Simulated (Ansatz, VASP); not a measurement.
# Two plane-wave programs on PbSe

The input INCAR:

```
SYSTEM = PbSe
ALGO     = Normal         ! electronic algorithm
EDIFF    = 1E-6           ! SCF threshold, eV
ENCUT    = 520            ! plane-wave cutoff, eV
GGA      = PE             ! functional
ISIF     = 2              ! what is computed and relaxed
ISMEAR   = 0              ! smearing method
LASPH    = .True.         ! aspherical terms in the spheres
LCHARG   = .False.        ! write CHGCAR
LREAL    = .False.        ! projectors in reciprocal space
LWAVE    = .False.        ! write WAVECAR
NBANDS   = 17             ! bands
NELM     = 80             ! most SCF steps
PREC     = Accurate       ! precision mode
SIGMA    = 0.05           ! smearing width, eV
```

File KPOINTS:

```
k-points
0
Gamma
  10 10 10
  0 0 0
```

Contents of POSCAR:

```
PbSe
1.0
    0.0000000000      3.0326308740      3.0326308740
    3.0326308740      0.0000000000      3.0326308740
    3.0326308740      3.0326308740      0.0000000000
Pb Se
1 1
Direct
    0.0000000000      0.0000000000      0.0000000000
    0.5000000000      0.5000000000      0.5000000000
```

Input for Ansatz:

```yaml
crystal:
  lattice:
    - [0.0, 3.032630874, 3.032630874]
    - [3.032630874, 0.0, 3.032630874]
    - [3.032630874, 3.032630874, 0.0]
  atoms:
    - { symbol: Pb, position: [0.0, 0.0, 0.0] }
    - { symbol: Se, position: [0.5, 0.5, 0.5] }
basis:
  ecutwfc: 420
kpoints:
  mp_grid: { grid: [10, 10, 10] }
hamiltonian:
  xc: pbe
scf:
  occupations: { method: gaussian, width: 0.05 }
output:
  forces: true
  stress: true
  eigenvalues: true
  populations: true
  write_density: true
  write_potential: true
  elf: true
  volumetric_format: npy
```

Alike in both runs: task single point; functional PBE; k mesh 10 × 10 × 10; occupations gaussian, width 0.05 eV; no spin polarisation.

|  | VASP | Ansatz |
| --- | --- | --- |
| version | VASP 6.6.1 | Ansatz 0.2.0 |
| potentials or method | VASP PAW PBE potentials, release 64 (Pb_d, Se), cutoff 520 eV | scalar-relativistic, plane waves, PAW |
| valence electrons in the cell | 20 | 30 |

|  | VASP | Ansatz | Ansatz less VASP |
| --- | --- | --- | --- |
| gap on the k mesh at the Fermi level (eV) | 0.20 | 0.19 | -0.005 |
| least direct gap on the mesh (eV) | 0.20 | 0.19 | -0.005 |
| pressure (GPa) | 4.1 | 4.1 | +0.02 |

The functional is the same, so the differences come from potentials, cutoffs and numerics. VASP's potentials hold 20 valence electrons a cell and Ansatz's 30, so a difference there can come from the potentials and not from the codes.

Neither program's run includes spin-orbit coupling.
